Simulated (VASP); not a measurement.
# GaN (Fm-3m) in VASP: a series of runs

The runs below take GaN through single point, with HSE06, B3LYP.

All numbers are computed with VASP 6.6.1; they aren't measurements. Logs are shortened: lines on timing, memory, paths and dates and some standing lists are left out, and cuts for length are marked.

**1. The cell of the first run**

Symmetry: Fm-3m, No. 225, cubic system. The conventional cell has a = 4.270 Å, b = 4.270 Å, c = 4.270 Å, α = 90.00°, β = 90.00°, γ = 90.00°. Within 2.8 Å of Ga (site symmetry m-3m) lie 6 N at 2.14 Å. N (site symmetry m-3m) has 6 Ga at 2.14 Å within 2.8 Å.

**2. Single point, HSE06, non-collinear spin, zero start, spin-orbit coupling**

POSCAR

```
GaN
1.0
    0.0000000000      2.1352350000      2.1352350000
    2.1352350000      0.0000000000      2.1352350000
    2.1352350000      2.1352350000      0.0000000000
Ga N
1 1
Direct
    0.0000000000      0.0000000000      0.0000000000
    0.5000000000      0.5000000000      0.5000000000
```

INCAR.step1

```
PREC = Accurate
ENCUT = 520
EDIFF = 1E-5
ISMEAR = -1
SIGMA = 0.05
LREAL = False
LASPH = True
NELM = 150
ALGO = Normal
ISIF = 2
LWAVE = True
LCHARG = False
MAGMOM = 0 0 0 0 0 0
LORBIT = 11
LSORBIT = True
GGA_COMPAT = False
LORBMOM = True
GGA = PE
NBANDS = 30
```

INCAR.step2

```
PREC = Accurate
ENCUT = 520
EDIFF = 1E-6
ISMEAR = -1
SIGMA = 0.05
LREAL = False
LASPH = True
NELM = 150
ALGO = Normal
ISIF = 2
LWAVE = False
LCHARG = False
MAGMOM = 0 0 0 0 0 0
LORBIT = 11
LSORBIT = True
GGA_COMPAT = False
LORBMOM = True
GGA = PE
LHFCALC = True
HFSCREEN = 0.2079
PRECFOCK = Normal
ISTART = 1
NBANDS = 30
```

KPOINTS

```
regular mesh
0
Gamma
  5 5 5
```

Potentials or basis: VASP PAW PBE potentials, release 64 (Ga_d, N).

On the command line:

```console
$ cat potpaw_PBE.64/Ga_d/POTCAR potpaw_PBE.64/N/POTCAR > POTCAR
$ cp INCAR.step1 INCAR
$ mpirun -np 1 vasp_ncl > vasp.out
$ cp INCAR.step2 INCAR
$ mpirun -np 1 vasp_ncl > vasp.out
```

OUTCAR:

```text
PREC = Accurate
   ENCUT = 520
   EDIFF = 1E-6
   ISMEAR = -1
   LREAL = False
   LASPH = True
   NELM = 150
   ISIF = 2
   LORBIT = 11
   LSORBIT = True
   GGA = PE
   LHFCALC = True
   HFSCREEN = 0.2079
   PRECFOCK = Normal
   ISTART = 1

 ion  position               nearest neighbor table
   1  0.000  0.000  0.000-   2 2.14   2 2.14   2 2.14   2 2.14   2 2.14   2 2.14
   2  0.500  0.500  0.500-   1 2.14   1 2.14   1 2.14   1 2.14   1 2.14   1 2.14

  LATTYP: Found a face centered cubic cell.
 ALAT       =     4.2704700000

  Lattice vectors:

 A1 = (   0.0000000000,   2.1352350000,   2.1352350000)
 A2 = (   2.1352350000,   0.0000000000,   2.1352350000)
 A3 = (   2.1352350000,   2.1352350000,   0.0000000000)

Analysis of symmetry for initial positions (statically):
=====================================================================
 Subroutine PRICEL returns:
 Original cell was already a primitive cell.

 Routine SETGRP: Setting up the symmetry group for a
 face centered cubic supercell.

 Subroutine GETGRP returns: Found 48 space group operations
 (whereof 48 operations were pure point group operations)
 out of a pool of 48 trial point group operations.

The static configuration has the point symmetry O_h .

Analysis of symmetry for dynamics (positions and initial velocities):
=====================================================================
 Subroutine PRICEL returns:
 Original cell was already a primitive cell.

 Routine SETGRP: Setting up the symmetry group for a
 face centered cubic supercell.

 Subroutine GETGRP returns: Found 48 space group operations
 (whereof 48 operations were pure point group operations)
 out of a pool of 48 trial point group operations.

The dynamic configuration has the point symmetry O_h .

Analysis of structural, dynamic, and magnetic symmetry:
=====================================================================
 Subroutine PRICEL returns:
 Original cell was already a primitive cell.

 Routine SETGRP: Setting up the symmetry group for a
 face centered cubic supercell.

 Subroutine GETGRP returns: Found 48 space group operations
 (whereof 48 operations were pure point group operations)
 out of a pool of 48 trial point group operations.

The overall configuration has the point symmetry O_h .

 Subroutine INISYM returns: Found 48 space group operations
 (whereof 48 operations are pure point group operations),
 and found     1 'primitive' translations

----------------------------------------------------------------------------------------

                                     Primitive cell

  volume of cell :      19.4700

  direct lattice vectors                    reciprocal lattice vectors
     0.000000000  2.135235000  2.135235000    -0.234166263  0.234166263  0.234166263
     2.135235000  0.000000000  2.135235000     0.234166263 -0.234166263  0.234166263
     2.135235000  2.135235000  0.000000000     0.234166263  0.234166263 -0.234166263

  length of vectors
     3.019678296  3.019678296  3.019678296     0.405587864  0.405587864  0.405587864

  position of ions in fractional coordinates (direct lattice)
     0.000000000  0.000000000  0.000000000
     0.500000000  0.500000000  0.500000000

  ion indices of the primitive-cell ions
   primitive index   ion index
                 1           1
                 2           2

----------------------------------------------------------------------------------------

 KPOINTS: regular mesh

Automatic generation of k-mesh.
 Grid dimensions read from file:
 generate k-points for:    5    5    5

 Generating k-lattice:

  Cartesian coordinates                     Fractional coordinates (reciprocal lattice)
    -0.046833253  0.046833253  0.046833253     0.200000000  0.000000000  0.000000000
[... 87 lines left out ...]
  NGX = 18; NGY = 18; NGZ = 18

 number of electron      18.0000005 magnetization      -0.0000000     -0.0000000     -0.0000000

 number of electron      18.0000005 magnetization       0.0000000      0.0000000      0.0000000

 Free energy of the ion-electron system (eV)
  ---------------------------------------------------
  ext. energy  EPLUGINS =         0.00000000
  ---------------------------------------------------
  free energy    TOTEN  =       -13.73917583 eV

  energy without entropy =      -13.73917583  energy(sigma->0) =      -13.73917583

 E-fermi :   7.9415     XC(G=0): -10.5165

 val. band max:        6.7566671330   @ k =  -0.2000   0.2000   0.0000
 cond. band min:       9.1742451330   @ k =   0.4000   0.4000   0.0000
 fundamental gap:      2.4175780000
 Fermi energy:         7.9414551861

 k-point     1 :       0.0000    0.0000    0.0000
  band No.  band energies     occupation
      1     -11.8306      1.00000
      2     -11.8306      1.00000
      3      -9.7990      1.00000
      4      -9.7990      1.00000
      5      -9.7989      1.00000
      6      -9.7989      1.00000
[... 319 lines left out ...]
     29      28.6154      0.00000
     30      28.6154      0.00000

------------------------ aborting loop because EDIFF is reached ----------------------------------------

  FORCE on cell =-STRESS in cart. coord.  units (eV):
  Direction    XX          YY          ZZ          XY          YZ          ZX
  --------------------------------------------------------------------------------------
  -------------------------------------------------------------------------------------
  Total       -1.1119996     -1.1119996     -1.1119996      0.0000000      0.0000000     -0.0000000
  in kB      -91.5057033    -91.5057033    -91.5057033      0.0000000      0.0000000     -0.0000000
  external PRESSURE =     -91.5057033 kB  Pullay stress =       0.0000000 kB

 VOLUME and BASIS-vectors are now :
 -----------------------------------------------------------------------------
  energy-cutoff  :      520.00
  volume of cell :       19.47
      direct lattice vectors                 reciprocal lattice vectors
     0.000000000  2.135235000  2.135235000    -0.234166263  0.234166263  0.234166263
     2.135235000  0.000000000  2.135235000     0.234166263 -0.234166263  0.234166263
     2.135235000  2.135235000  0.000000000     0.234166263  0.234166263 -0.234166263

 POSITION                                       TOTAL-FORCE (eV/Angst)
 -----------------------------------------------------------------------------------
      0.00000      0.00000      0.00000         0.000000      0.000000      0.000000
      2.13524      2.13524      2.13524        -0.000000     -0.000000      0.000000
 -----------------------------------------------------------------------------------
    total drift:                               -0.000001     -0.000012      0.000017

  FREE ENERGIE OF THE ION-ELECTRON SYSTEM (eV)
  ---------------------------------------------------
  free  energy   TOTEN  =       -13.7391758267 eV

  energy  without entropy=      -13.7391758267  energy(sigma->0) =      -13.73917583

 orbital moment (x)

 # of ion     p       d       tot
 ----------------------------------------
  1        -0.000  -0.000  -0.000
  2        -0.000   0.000  -0.000
 ----------------------------------------
           -0.000  -0.000  -0.000

 orbital moment (y)

 # of ion     p       d       tot
 ----------------------------------------
  1         0.000   0.000   0.000
  2        -0.000   0.000  -0.000
 ----------------------------------------
           -0.000   0.000   0.000

 orbital moment (z)

 # of ion     p       d       tot
 ----------------------------------------
  1         0.000  -0.000   0.000
  2         0.000   0.000   0.000
 ----------------------------------------
            0.000  -0.000   0.000

 Spin-Orbit-Coupling matrix elements

 Ion:    1  E_soc:     -0.0083612
 l=   1
     0.0000000    -0.0007007    -0.0007007
    -0.0007007     0.0000000    -0.0007007
    -0.0007007    -0.0007007     0.0000000
 l=   2
     0.0000000    -0.0001462     0.0000000    -0.0001462    -0.0005467
    -0.0001462     0.0000000    -0.0004100    -0.0001462    -0.0001367
     0.0000000    -0.0004100     0.0000000    -0.0004100     0.0000000
    -0.0001462    -0.0001462    -0.0004100     0.0000000    -0.0001367
    -0.0005467    -0.0001367     0.0000000    -0.0001367     0.0000000
 l=   3
     0.0000000     0.0000000     0.0000000     0.0000000     0.0000000     0.0000000     0.0000000
     0.0000000     0.0000000     0.0000000     0.0000000     0.0000000     0.0000000     0.0000000
     0.0000000     0.0000000     0.0000000     0.0000000     0.0000000     0.0000000     0.0000000
     0.0000000     0.0000000     0.0000000     0.0000000     0.0000000     0.0000000     0.0000000
     0.0000000     0.0000000     0.0000000     0.0000000     0.0000000     0.0000000     0.0000000
     0.0000000     0.0000000     0.0000000     0.0000000     0.0000000     0.0000000     0.0000000
     0.0000000     0.0000000     0.0000000     0.0000000     0.0000000     0.0000000     0.0000000

 Ion:    2  E_soc:     -0.0000786
 l=   1
     0.0000000    -0.0000131    -0.0000131
    -0.0000131     0.0000000    -0.0000131
    -0.0000131    -0.0000131     0.0000000
 l=   2
     0.0000000     0.0000000     0.0000000     0.0000000     0.0000000
     0.0000000     0.0000000     0.0000000     0.0000000     0.0000000
     0.0000000     0.0000000     0.0000000     0.0000000     0.0000000
     0.0000000     0.0000000     0.0000000     0.0000000     0.0000000
     0.0000000     0.0000000     0.0000000     0.0000000     0.0000000
 l=   3
     0.0000000     0.0000000     0.0000000     0.0000000     0.0000000     0.0000000     0.0000000
     0.0000000     0.0000000     0.0000000     0.0000000     0.0000000     0.0000000     0.0000000
     0.0000000     0.0000000     0.0000000     0.0000000     0.0000000     0.0000000     0.0000000
     0.0000000     0.0000000     0.0000000     0.0000000     0.0000000     0.0000000     0.0000000
     0.0000000     0.0000000     0.0000000     0.0000000     0.0000000     0.0000000     0.0000000
     0.0000000     0.0000000     0.0000000     0.0000000     0.0000000     0.0000000     0.0000000
     0.0000000     0.0000000     0.0000000     0.0000000     0.0000000     0.0000000     0.0000000

 total charge

# of ion       s       p       d       tot
------------------------------------------
    1        0.655   0.695  10.194  11.545
    2        1.235   2.497   0.000   3.732
--------------------------------------------------
tot          1.890   3.191  10.194  15.276

 magnetization (x)

# of ion       s       p       d       tot
------------------------------------------
    1       -0.000   0.000   0.000  -0.000
    2        0.000   0.000   0.000   0.000
--------------------------------------------------
tot         -0.000   0.000   0.000   0.000

 magnetization (y)

# of ion       s       p       d       tot
------------------------------------------
    1        0.000   0.000   0.000   0.000
    2        0.000   0.000   0.000   0.000
--------------------------------------------------
tot          0.000   0.000   0.000   0.000

 magnetization (z)

# of ion       s       p       d       tot
------------------------------------------
    1        0.000   0.000   0.000   0.000
    2       -0.000  -0.000   0.000  -0.000
--------------------------------------------------
tot         -0.000  -0.000   0.000  -0.000
```

Run time: 48 min. Hardware: 1 thread of Oxide Virtual Turin-like, shared host; peak memory 0.29 GiB.

What came out:

```
Free energy                                           : -13.7392 eV
Pressure                                              : -9.2 GPa
Net moment                                            : 0.00 μB per cell
Valence electrons inside the program's atomic spheres : Ga 11.54; N 3.73
```

Moments on the atoms (μB; x, y, z):
```
Ga  0.00 0.00 0.00
N   0.00 0.00 0.00
```

Caveat: the k points lie up to 0.51 Å⁻¹ apart; the PAW data sets were made with another functional, which shifts forces and pressure a little.

**3. Single point, B3LYP**

POSCAR is that of step 2.

INCAR.step1

```
SYSTEM = GaN
ALGO     = Normal         ! electronic algorithm
EDIFF    = 1E-5           ! SCF threshold, eV
ENCUT    = 520            ! plane-wave cutoff, eV
GGA      = PE             ! functional
ISIF     = 2              ! what is computed and relaxed
ISMEAR   = -1             ! smearing method
LASPH    = .True.         ! aspherical terms in the spheres
LCHARG   = .False.        ! write CHGCAR
LREAL    = .False.        ! projectors in reciprocal space
LWAVE    = .True.         ! write WAVECAR
NBANDS   = 16             ! bands
NELM     = 80             ! most SCF steps
PREC     = Accurate       ! precision mode
SIGMA    = 0.05           ! smearing width, eV
```

INCAR.step2

```
SYSTEM = GaN
AEXX     = 0.2            ! exact-exchange fraction
AGGAC    = 0.81         
AGGAX    = 0.72         
ALDAC    = 0.19         
ALGO     = Normal         ! electronic algorithm
EDIFF    = 1E-6           ! SCF threshold, eV
ENCUT    = 520            ! plane-wave cutoff, eV
GGA      = B3             ! functional
ISIF     = 2              ! what is computed and relaxed
ISMEAR   = -1             ! smearing method
ISTART   = 1            
LASPH    = .True.         ! aspherical terms in the spheres
LCHARG   = .False.        ! write CHGCAR
LHFCALC  = .True.         ! exact exchange
LREAL    = .False.        ! projectors in reciprocal space
LWAVE    = .False.        ! write WAVECAR
NBANDS   = 16             ! bands
NELM     = 80             ! most SCF steps
PREC     = Accurate       ! precision mode
PRECFOCK = Normal       
SIGMA    = 0.05           ! smearing width, eV
```

KPOINTS

```
k-points
0
Gamma
  6 6 6
  0 0 0
```

Potentials or basis: VASP PAW PBE potentials, release 64 (Ga_d, N).

On the command line:

```console
$ cat potpaw_PBE.64/Ga_d/POTCAR potpaw_PBE.64/N/POTCAR > POTCAR
$ cp INCAR.step1 INCAR
$ mpirun -np 1 vasp_std > vasp.out
$ cp INCAR.step2 INCAR
$ mpirun -np 1 vasp_std > vasp.out
```

OUTCAR:

```text
SYSTEM = GaN
   AEXX = 0.2
   EDIFF = 1E-6
   ENCUT = 520
   GGA = B3
   ISIF = 2
   ISMEAR = -1
   ISTART = 1
   LASPH = .True.
   LHFCALC = .True.
   LREAL = .False.
   NELM = 80
   PREC = Accurate
   PRECFOCK = Normal

 ion  position               nearest neighbor table
   1  0.000  0.000  0.000-   2 2.14   2 2.14   2 2.14   2 2.14   2 2.14   2 2.14
   2  0.500  0.500  0.500-   1 2.14   1 2.14   1 2.14   1 2.14   1 2.14   1 2.14

[... 492 lines left out ...]

------------------------ aborting loop because EDIFF is reached ----------------------------------------

  FORCE on cell =-STRESS in cart. coord.  units (eV):
  Direction    XX          YY          ZZ          XY          YZ          ZX
  --------------------------------------------------------------------------------------
  -------------------------------------------------------------------------------------
  Total       -0.1266232     -0.1266232     -0.1266232      0.0000000     -0.0000000     -0.0000000
  in kB      -10.4197392    -10.4197392    -10.4197392      0.0000000     -0.0000000     -0.0000000
  external PRESSURE =     -10.4197392 kB  Pullay stress =       0.0000000 kB

 VOLUME and BASIS-vectors are now :
 -----------------------------------------------------------------------------
  energy-cutoff  :      520.00
  volume of cell :       19.47
      direct lattice vectors                 reciprocal lattice vectors
     0.000000000  2.135235000  2.135235000    -0.234166263  0.234166263  0.234166263
     2.135235000  0.000000000  2.135235000     0.234166263 -0.234166263  0.234166263
     2.135235000  2.135235000  0.000000000     0.234166263  0.234166263 -0.234166263

 POSITION                                       TOTAL-FORCE (eV/Angst)
 -----------------------------------------------------------------------------------
      0.00000      0.00000      0.00000        -0.000000      0.000000      0.000000
      2.13524      2.13524      2.13524         0.000000     -0.000000     -0.000000
 -----------------------------------------------------------------------------------
    total drift:                               -0.000000      0.000000     -0.000000

  FREE ENERGIE OF THE ION-ELECTRON SYSTEM (eV)
  ---------------------------------------------------
  free  energy   TOTEN  =       -12.8151828029 eV

  energy  without entropy=      -12.8151828018  energy(sigma->0) =      -12.81518280
```

OUTCAR.step1:

```text
SYSTEM = GaN
   EDIFF = 1E-5
   ENCUT = 520
   GGA = PE
   ISIF = 2
   ISMEAR = -1
   LASPH = .True.
[... 514 lines left out ...]
      0.00000      0.00000      0.00000        -0.000000     -0.000000      0.000000
      2.13524      2.13524      2.13524         0.000000      0.000000     -0.000000
 -----------------------------------------------------------------------------------
    total drift:                                0.000000     -0.000000     -0.000000

  FREE ENERGIE OF THE ION-ELECTRON SYSTEM (eV)
  ---------------------------------------------------
  free  energy   TOTEN  =       -11.1930890271 eV

  energy  without entropy=      -11.1924834313  energy(sigma->0) =      -11.19278623
```

OSZICAR.step1:

```text
N       E                     dE             d eps       ncg     rms          rms(c)
DAV:   1     0.763658200360E+02    0.76366E+02   -0.95516E+03   592   0.210E+03
DAV:   2    -0.783511018832E+01   -0.84201E+02   -0.78968E+02   600   0.336E+02
DAV:   3    -0.129409510860E+02   -0.51058E+01   -0.50895E+01   592   0.672E+01
DAV:   4    -0.129935189801E+02   -0.52568E-01   -0.52560E-01   640   0.713E+00
DAV:   5    -0.129940314842E+02   -0.51250E-03   -0.51250E-03   608   0.631E-01    0.727E+00
DAV:   6    -0.112183931750E+02    0.17756E+01   -0.44618E+00   728   0.388E+01    0.237E+00
DAV:   7    -0.112082155559E+02    0.10178E-01   -0.20606E-01   568   0.512E+00    0.156E+00
DAV:   8    -0.111949614315E+02    0.13254E-01   -0.35431E-02   592   0.206E+00    0.557E-01
DAV:   9    -0.111930317328E+02    0.19297E-02   -0.60048E-03   616   0.166E+00    0.120E-01
DAV:  10    -0.111930973840E+02   -0.65651E-04   -0.52031E-04   584   0.254E-01    0.273E-02
DAV:  11    -0.111930873047E+02    0.10079E-04   -0.41513E-05   592   0.821E-02    0.843E-03
DAV:  12    -0.111930890271E+02   -0.17224E-05   -0.32789E-06   304   0.336E-02
   1 F= -.11193089E+02 E0= -.11192786E+02  d E =-.605596E-03
```

Run time: 20 min. Hardware: 1 thread of Oxide Virtual Turin-like, shared host; peak memory 0.12 GiB.

What came out:

```yaml
Free_energy: -12.8152 eV
Pressure: -1.0 GPa
Band_gap_on_the_k_mesh: 1.84 eV (least direct gap 4.03 eV)
```

Caveat: the k points lie up to 0.42 Å⁻¹ apart; the PAW data sets were made with another functional, which shifts forces and pressure a little. A k mesh can miss the band edges.
